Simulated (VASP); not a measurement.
# Sn (I4_1/amd) in VASP: notebook

Sn is run at these levels: B3LYP, HF; tasks: single point.

All numbers are computed with VASP 6.6.1; they aren't measurements. Logs are shortened: lines on timing, memory, paths and dates and some standing lists are left out, and cuts for length are marked.

## (1) The cell of the first run

It takes space group I4_1/amd (No. 141, tetragonal). The conventional cell has a = 6.160 Å, b = 6.160 Å, c = 3.116 Å, α = 90.00°, β = 90.00°, γ = 90.00°. Sn (site symmetry -4m2) has 10 Sn at 3.12 to 3.87 Å within 4.1 Å.

## (2) Single point, B3LYP

Input file POSCAR:

```
Sn
1.0
   -3.0801043387      3.0801043387      1.5578550601
    3.0801043387     -3.0801043387      1.5578550601
    3.0801043387      3.0801043387     -1.5578550601
Sn
2
Direct
    0.0000000000      0.0000000000      0.0000000000
    0.7500000000      0.2500000000      0.5000000000
```

Input file INCAR.step1:

```
SYSTEM = Sn
PREC = Accurate
ENCUT = 520
EDIFF = 1E-5
ISMEAR = -1
SIGMA = 0.05
LREAL = .False.
LASPH = .True.
NELM = 60
ALGO = Normal
ISIF = 2
LWAVE = .True.
LCHARG = .False.
GGA = PE
NBANDS = 21
```

Input file INCAR.step2:

```
SYSTEM = Sn
PREC = Accurate
ENCUT = 520
EDIFF = 1E-6
ISMEAR = -1
SIGMA = 0.05
LREAL = .False.
LASPH = .True.
NELM = 60
ALGO = Normal
ISIF = 2
LWAVE = .False.
LCHARG = .False.
GGA = B3
LHFCALC = .True.
AEXX = 0.2
AGGAX = 0.72
AGGAC = 0.81
ALDAC = 0.19
PRECFOCK = Normal
ISTART = 1
NBANDS = 21
```

Input file KPOINTS:

```
Automatic mesh
0
Gamma
  5 5 5
  0 0 0
```

Potentials or basis: VASP PAW PBE potentials, release 64 (Sn_d).

The run is started by

```console
> cat potpaw_PBE.64/Sn_d/POTCAR > POTCAR
> cp INCAR.step1 INCAR
> mpirun -np 1 vasp_std > vasp.out
> cp INCAR.step2 INCAR
> mpirun -np 1 vasp_std > vasp.out
```

OUTCAR:

```text
SYSTEM = Sn
   PREC = Accurate
   ENCUT = 520
   EDIFF = 1E-6
   ISMEAR = -1
   LREAL = .False.
   LASPH = .True.
   NELM = 60
   ISIF = 2
   GGA = B3
   LHFCALC = .True.
   AEXX = 0.2
   PRECFOCK = Normal
   ISTART = 1

 ion  position               nearest neighbor table
   1  0.000  0.000  0.000-   2 3.18   2 3.18   2 3.18   2 3.18
   2  0.750  0.250  0.500-   1 3.18   1 3.18   1 3.18   1 3.18

  LATTYP: Found a body centered tetragonal cell.
 ALAT       =     6.1602086774
 C/A-ratio  =     0.5057799635

  Lattice vectors:

 A1 = (  -3.0801043387,   3.0801043387,   1.5578550601)
 A2 = (   3.0801043387,  -3.0801043387,   1.5578550601)
 A3 = (   3.0801043387,   3.0801043387,  -1.5578550601)

Analysis of symmetry for initial positions (statically):
=====================================================================
 Subroutine PRICEL returns:
 Original cell was already a primitive cell.

 Routine SETGRP: Setting up the symmetry group for a
 body centered tetragonal supercell.

 Subroutine GETGRP returns: Found 16 space group operations
 (whereof  8 operations were pure point group operations)
 out of a pool of 16 trial point group operations.

The static configuration has the point symmetry D_2d.
 The point group associated with its full space group is D_4h.

Analysis of symmetry for dynamics (positions and initial velocities):
=====================================================================
 Subroutine PRICEL returns:
 Original cell was already a primitive cell.

 Routine SETGRP: Setting up the symmetry group for a
 body centered tetragonal supercell.

 Subroutine GETGRP returns: Found 16 space group operations
 (whereof  8 operations were pure point group operations)
 out of a pool of 16 trial point group operations.

The dynamic configuration has the point symmetry D_2d.
 The point group associated with its full space group is D_4h.

 Subroutine INISYM returns: Found 16 space group operations
 (whereof  8 operations are pure point group operations),
 and found     1 'primitive' translations

----------------------------------------------------------------------------------------

                                     Primitive cell

  volume of cell :      59.1178

  direct lattice vectors                    reciprocal lattice vectors
    -3.080104339  3.080104339  1.557855060     0.000000000  0.162332163  0.320954120
     3.080104339 -3.080104339  1.557855060     0.162332163  0.000000000  0.320954120
     3.080104339  3.080104339 -1.557855060     0.162332163  0.162332163  0.000000000

  length of vectors
     4.626121255  4.626121255  4.626121255     0.359671070  0.359671070  0.229572347

  position of ions in fractional coordinates (direct lattice)
     0.000000000  0.000000000  0.000000000
     0.750000000  0.250000000  0.500000000

  ion indices of the primitive-cell ions
   primitive index   ion index
                 1           1
                 2           2

----------------------------------------------------------------------------------------

 KPOINTS: Automatic mesh

Automatic generation of k-mesh.
 Grid dimensions read from file:
 generate k-points for:    5    5    5

 Generating k-lattice:

  Cartesian coordinates                     Fractional coordinates (reciprocal lattice)
     0.000000000  0.032466433  0.064190824     0.200000000  0.000000000 -0.000000000
     0.032466433  0.000000000  0.064190824     0.000000000  0.200000000 -0.000000000
     0.032466433  0.032466433  0.000000000     0.000000000  0.000000000  0.200000000

  Length of vectors
     0.071934214  0.071934214  0.045914469

  Shift w.r.t. Gamma in fractional coordinates (k-lattice)
     0.000000000  0.000000000  0.000000000

 Subroutine IBZKPT returns following result:
 ===========================================

 Found     18 irreducible k-points:

 Following reciprocal coordinates:
            Coordinates               Weight
  0.000000  0.000000  0.000000      1.000000
  0.200000  0.000000  0.000000      8.000000
  0.400000 -0.000000  0.000000      8.000000
  0.200000  0.200000  0.000000      8.000000
  0.400000  0.200000  0.000000     16.000000
 -0.400000  0.200000 -0.000000     16.000000
[... 10 lines left out ...]
 -0.400000  0.400000  0.400000      4.000000
 -0.400000 -0.400000  0.400000      2.000000
   k-points           NKPTS =     18   k-points in BZ     NKDIM =    125   number of bands    NBANDS=     21
   number of dos      NEDOS =    301   number of ions     NIONS =      2
   total plane-waves  NPLWV =  46656
   dimension x,y,z NGX =    36 NGY =   36 NGZ =   36
   dimension x,y,z NGXF=    72 NGYF=   72 NGZF=   72
   ions per type =               2
   NGX,Y,Z   is equivalent  to a cutoff of  12.94, 12.94, 12.94 a.u.
   NGXF,Y,Z  is equivalent  to a cutoff of  25.87, 25.87, 25.87 a.u.
 SYSTEM =  Sn
   PREC   = accura    normal or accurate (medium, high low for compatibility)
   ISTART =      1    job   : 0-new  1-cont  2-samecut
   ICHARG =      0    charge: 1-file 2-atom 10-const
   ISPIN  =      1    spin polarized calculation?
   LNONCOLLINEAR =      F non collinear calculations
   LSORBIT =      F    spin-orbit coupling
   LASPH  =      T    aspherical Exc in radial PAW
   ENCUT  =  520.0 eV  38.22 Ry    6.18 a.u.   8.60  8.60  8.60*2*pi/ulx,y,z
   NELM   =     60;   NELMIN=  2; NELMDL=  0     # of ELM steps
   EDIFF  = 0.1E-05   stopping-criterion for ELM
   LREAL  =      F    real-space projection
   EDIFFG = 0.1E-04   stopping-criterion for IOM
   NSW    =      0    number of steps for IOM
   IBRION =     -1    ionic relax: 0-MD 1-quasi-New 2-CG
   NFREE  =      0    steps in history (QN), initial steepest desc. (CG)
   ISIF   =      2    stress and relaxation
   ISYM   =      3    0-nonsym 1-usesym 2-fastsym
   POTIM  = 0.5000    time-step for ionic-motion
   TEBEG  =    0.0;   TEEND  =   0.0 temperature during run
   PSTRESS=    0.0 pullay stress
   NELECT =      28.0000    total number of electrons
   NUPDOWN=      -1.0000    fix difference up-down
   EMIN   =  10.00;   EMAX   =-10.00  energy-range for DOS
   EFERMI =   0.00;   METHOD = LEGACY
   ISMEAR =    -1;   SIGMA  =   0.05  broadening in eV -4-tet -1-fermi 0-gaus
   EFERMI_NEDOS =   21; number of points for ismear=-14 and -15
   IALGO  =     38    algorithm
   IMIX   =      1    mixing-type and parameters
     AMIX     =   0.40;   BMIX     =  1.00
     AMIX_MAG =   1.60;   BMIX_MAG =  1.00
  volume/ion in A,a.u.               =      29.56       199.47
  Fermi-wavevector in a.u.,A,eV,Ry     =   1.276110  2.411499 22.156509  1.628457
  Thomas-Fermi vector in A             =   2.408785
   LORBIT       =      0    0 simple, 1 ext, 2 COOP (PROOUT), +10 PAW based schemes
   GGA     = B3    functional components
   LHFCALC =     T    Hartree Fock is set to
   PRECFOCK=normal    Normal, Fast or Accurate (Low or Medium for compatibility)
   ENCUT4O =  -1.0   cutoff for four orbital integrals eV
   NKREDX  =     1    reduce k-point grid by
   NKREDY  =     1    reduce k-point grid by
   NKREDZ  =     1    reduce k-point grid by
   AEXX    =    0.2000 exact exchange contribution
   HFSCREEN=    0.0000 screening length (either q_TF or 0.3 A-1)
   HFSCREENC=   0.0000 screening length for correlation (either q_TF or 0.3 A-1)
   ENCUTFOCK=  -1.0 apply spherical cutoff to Coloumb kernel
   IVDW    =     0    specifies the selected vdW correction
   LEPSILON=     F    determine dielectric tensor
   LRPA    =     F    only Hartree local field effects (RPA)
 non-spin polarized calculation
  energy-cutoff  :      520.00
  volume of cell :       59.12
 maximum number of plane-waves:      1618
 NGX is ok and might be reduce to    36
  NGX = 28; NGY = 28; NGZ = 28

 number of electron      28.0000005 magnetization

 Free energy of the ion-electron system (eV)
  ---------------------------------------------------
  ext. energy  EPLUGINS =         0.00000000
  ---------------------------------------------------
  free energy    TOTEN  =        -7.97999804 eV

  energy without entropy =       -7.97279119  energy(sigma->0) =       -7.97639462

 E-fermi :   7.1030     XC(G=0):  -7.8357

 val. band max:        6.6341635852   @ k =   0.4000   0.4000   0.0000
 cond. band min:       7.1579409649   @ k =   0.4000   0.2000   0.0000
 fundamental gap:      0.5237773797
 Fermi energy:         7.1030216617

 k-point     1 :       0.0000    0.0000    0.0000
  band No.  band energies     occupation
      1     -16.5742      2.00000
      2     -16.5585      2.00000
      3     -16.5333      2.00000
      4     -16.4593      2.00000
      5     -16.3234      2.00000
      6     -16.3234      2.00000
[... 13 lines left out ...]
     20      16.9430      0.00000
     21      17.5869      0.00000

 k-point     2 :       0.2000    0.0000    0.0000
  band No.  band energies     occupation
      1     -16.5384      2.00000
      2     -16.4792      2.00000
      3     -16.4393      2.00000
      4     -16.4307      2.00000
      5     -16.3734      2.00000
      6     -16.3603      2.00000
[... 13 lines left out ...]
     20      16.1146      0.00000
     21      16.2273      0.00000

 k-point     3 :       0.4000   -0.0000    0.0000
  band No.  band energies     occupation
      1     -16.5068      2.00000
      2     -16.4488      2.00000
      3     -16.4440      2.00000
      4     -16.4142      2.00000
      5     -16.3952      2.00000
      6     -16.3926      2.00000
[... 13 lines left out ...]
     20      15.6984      0.00000
     21      17.3087      0.00000

 k-point     4 :       0.2000    0.2000    0.0000
  band No.  band energies     occupation
      1     -16.5173      2.00000
      2     -16.4508      2.00000
      3     -16.4203      2.00000
      4     -16.4141      2.00000
      5     -16.4054      2.00000
      6     -16.3965      2.00000
[... 13 lines left out ...]
     20      15.2051      0.00000
     21      15.3158      0.00000

 k-point     5 :       0.4000    0.2000    0.0000
  band No.  band energies     occupation
      1     -16.5003      2.00000
      2     -16.4583      2.00000
      3     -16.4415      2.00000
      4     -16.4097      2.00000
      5     -16.3925      2.00000
      6     -16.3674      2.00000
[... 13 lines left out ...]
     20      15.9241      0.00000
     21      16.6052      0.00000

 k-point     6 :      -0.4000    0.2000   -0.0000
  band No.  band energies     occupation
      1     -16.5027      2.00000
      2     -16.4784      2.00000
      3     -16.4567      2.00000
      4     -16.4106      2.00000
      5     -16.3790      2.00000
      6     -16.3572      2.00000
[... 13 lines left out ...]
     20      16.7758      0.00000
     21      17.9046      0.00000

 k-point     7 :      -0.2000    0.2000    0.0000
  band No.  band energies     occupation
      1     -16.5735      2.00000
      2     -16.5410      2.00000
      3     -16.5325      2.00000
      4     -16.4409      2.00000
      5     -16.3359      2.00000
      6     -16.3195      2.00000
[... 13 lines left out ...]
     20      18.7484      0.00000
     21      18.9120      0.00000
[... 147 lines left out ...]
      1     -16.4904      2.00000
      2     -16.4894      2.00000
      3     -16.4001      2.00000
      4     -16.3896      2.00000
      5     -16.3778      2.00000
      6     -16.3540      2.00000
[... 13 lines left out ...]
     20      18.2876      0.00000
     21      19.3295      0.00000

 k-point    15 :      -0.2000   -0.4000    0.2000
  band No.  band energies     occupation
      1     -16.4926      2.00000
      2     -16.4443      2.00000
      3     -16.4322      2.00000
      4     -16.4065      2.00000
      5     -16.3949      2.00000
      6     -16.3881      2.00000
[... 13 lines left out ...]
     20      17.0796      0.00000
     21      18.4166      0.00000

 k-point    16 :      -0.2000   -0.2000    0.2000
  band No.  band energies     occupation
      1     -16.5153      2.00000
      2     -16.4442      2.00000
      3     -16.4442      2.00000
      4     -16.4195      2.00000
      5     -16.3928      2.00000
      6     -16.3928      2.00000
[... 13 lines left out ...]
     20      16.8030      0.00000
     21      16.8030      0.00000

 k-point    17 :      -0.4000    0.4000    0.4000
  band No.  band energies     occupation
      1     -16.5721      2.00000
      2     -16.5679      2.00000
      3     -16.4045      2.00000
      4     -16.3691      2.00000
      5     -16.3691      2.00000
      6     -16.3524      2.00000
[... 13 lines left out ...]
     20      19.2403      0.00000
     21      20.7112      0.00000

 k-point    18 :      -0.4000   -0.4000    0.4000
  band No.  band energies     occupation
      1     -16.4931      2.00000
      2     -16.4915      2.00000
      3     -16.3756      2.00000
      4     -16.3716      2.00000
      5     -16.3706      2.00000
      6     -16.3706      2.00000
[... 13 lines left out ...]
     20      18.5071      0.00000
     21      20.1552      0.00000

------------------------ aborting loop because EDIFF is reached ----------------------------------------

  FORCE on cell =-STRESS in cart. coord.  units (eV):
  Direction    XX          YY          ZZ          XY          YZ          ZX
  --------------------------------------------------------------------------------------
  -------------------------------------------------------------------------------------
  Total       -0.0327124     -0.0327124     -0.0027482      0.0000000      0.0000000      0.0000000
  in kB       -0.8865525     -0.8865525     -0.0744811      0.0000000      0.0000000      0.0000000
  external PRESSURE =      -0.6158621 kB  Pullay stress =       0.0000000 kB

 VOLUME and BASIS-vectors are now :
 -----------------------------------------------------------------------------
  energy-cutoff  :      520.00
  volume of cell :       59.12
      direct lattice vectors                 reciprocal lattice vectors
    -3.080104339  3.080104339  1.557855060     0.000000000  0.162332163  0.320954120
     3.080104339 -3.080104339  1.557855060     0.162332163  0.000000000  0.320954120
     3.080104339  3.080104339 -1.557855060     0.162332163  0.162332163  0.000000000

 POSITION                                       TOTAL-FORCE (eV/Angst)
 -----------------------------------------------------------------------------------
      0.00000      0.00000      0.00000         0.000000     -0.000000      0.000000
      0.00000      3.08010      0.77893        -0.000000      0.000000     -0.000000
 -----------------------------------------------------------------------------------
    total drift:                                0.000000     -0.000000      0.000000

  FREE ENERGIE OF THE ION-ELECTRON SYSTEM (eV)
  ---------------------------------------------------
  free  energy   TOTEN  =        -7.9799980437 eV

  energy  without entropy=       -7.9727911864  energy(sigma->0) =       -7.97639462
```

Run time: 71 min. Hardware: 1 thread of Intel Xeon Platinum 8559C (Emerald Rapids), shared host; peak memory 0.23 GiB.

What came out:

| Property | Result |
| --- | --- |
| Free energy | -7.9800 eV |
| Pressure | -0.1 GPa |
| Band gap on the k mesh | zero (bands 14 and 15 overlap by 2.65 eV) |

Stress tensor (GPa, compression positive):
```
-0.09  0.00  0.00
 0.00 -0.09  0.00
 0.00  0.00 -0.01
```

Levels at points of the mesh, in eV from the Fermi level:
```csv
k point,band 10,band 11,band 12,band 13,band 14,band 15,band 16,band 17,band 18,band 19
"(0.00, 0.00, 0.00)",-23.31,-11.91,-5.31,-2.50,-2.50,3.78,5.98,5.98,8.23,8.42
```

Caveat: the k points lie up to 0.45 Å⁻¹ apart, too coarse for converged energies and pressures of a metal; the PAW data sets were made with another functional, which shifts forces and pressure a little; spin-orbit coupling is left out, which moves the levels of the heavy elements.

## (3) Single point, HF

This run uses another cell than the first one, of 29.17 Å³/atom.

Input file POSCAR:

```
Sn
1.0
   -3.0327774174      3.0327774174      1.5856957505
    3.0327774174     -3.0327774174      1.5856957505
    3.0327774174      3.0327774174     -1.5856957505
Sn
2
Direct
    0.0000000000      0.0000000000      0.0000000000
    0.7500000000      0.2500000000      0.5000000000
```

Input file INCAR.step1:

```
SYSTEM = Sn
PREC = Accurate ; ENCUT = 520
EDIFF = 1E-5 ; ISMEAR = 0
SIGMA = 0.05 ; LREAL = .False.
LASPH = .True. ; NELM = 60
ALGO = Normal ; ISIF = 2
LWAVE = .True. ; LCHARG = .False.
GGA = PE ; NBANDS = 21
```

Input file INCAR.step2:

```
SYSTEM = Sn
PREC = Accurate ; ENCUT = 520
EDIFF = 1E-6 ; ISMEAR = 0
SIGMA = 0.05 ; LREAL = .False.
LASPH = .True. ; NELM = 60
ALGO = Normal ; ISIF = 2
LWAVE = .False. ; LCHARG = .False.
GGA = PE ; LHFCALC = .True.
AEXX = 1.0 ; ALDAC = 0.0
AGGAC = 0.0 ; PRECFOCK = Normal
ISTART = 1 ; NBANDS = 21
```

Input file KPOINTS:

```
regular mesh
0
Gamma
  5 5 5
  0 0 0
```

Potentials or basis: VASP PAW PBE potentials, release 64 (Sn_d).

The run is started by

```console
> cat potpaw_PBE.64/Sn_d/POTCAR > POTCAR
> cp INCAR.step1 INCAR
> mpirun -np 1 vasp_std > vasp.out
> cp INCAR.step2 INCAR
> mpirun -np 1 vasp_std > vasp.out
```

It took 2.9 h on 1 thread of Oxide Virtual Turin-like, shared host; peak memory 0.2 GiB.

It converged, with:

```
Free energy            : -13.6227 eV
Pressure               : -0.2 GPa
Band gap on the k mesh : zero (bands 14 and 15 overlap by 5.56 eV)
```

Stress tensor (GPa, compression positive):
```
 0.90  0.00  0.00
 0.00  0.90  0.00
 0.00  0.00 -2.28
```

Levels at points of the mesh, in eV from the Fermi level:
| k point | band 12 | band 13 | band 14 | band 15 | band 16 | band 17 |
| --- | --- | --- | --- | --- | --- | --- |
| (0.00, 0.00, 0.00) | -7.50 | -5.39 | -5.39 | 5.11 | 9.27 | 9.27 |

Caveat: the k points lie up to 0.45 Å⁻¹ apart, too coarse for converged energies and pressures of a metal; the PAW data sets were made with another functional, which shifts forces and pressure a little; spin-orbit coupling is left out, which moves the levels of the heavy elements.

The gap in the log of VASP goes by the Fermi energy; the results here count the filled bands.